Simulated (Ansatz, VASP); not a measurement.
# Lu in VASP and in Ansatz

```xyz
2
Lattice="3.4316 0.0000 0.0000 -1.7158 2.9718 0.0000 0.0000 0.0000 5.4376" Properties=species:S:1:pos:R:3 pbc="T T T"
Lu    1.7158    0.9906    4.0782
Lu    0.0000    1.9812    1.3594
```

Change from the starting cell: volume scaled by 0.94.

Alike in both runs: task single point; functional LDA; k mesh 9 × 9 × 5; occupations fermi-dirac, width 0.05 eV; no spin polarisation.

```csv
,VASP,Ansatz
version,VASP 6.6.1,Ansatz 0.2.0
potentials or method,"VASP PAW PBE potentials, release 64 (Lu), cutoff 520 eV","all-electron LAPW, scalar-relativistic"
```

VASP gave:

- gap on the k mesh at the Fermi level (eV): none
- pressure (GPa): -3.0
- traceless stress, the component that is largest in VASP (GPa): -0.98

Which values does Ansatz return?

gap on the k mesh at the Fermi level (eV): none; pressure (GPa): -3.2; traceless stress, the component that is largest in VASP (GPa): -0.97.

VASP's potentials were made for PBE, not for LDA. LDA's correlation is that of Perdew and Zunger in VASP and of Perdew and Wang (1992) in Ansatz. A gap of «none» marks a metal or a gap that the smearing closes. Ansatz ran all-electron here, and VASP with PAW potentials.

Spin-orbit coupling is off throughout.
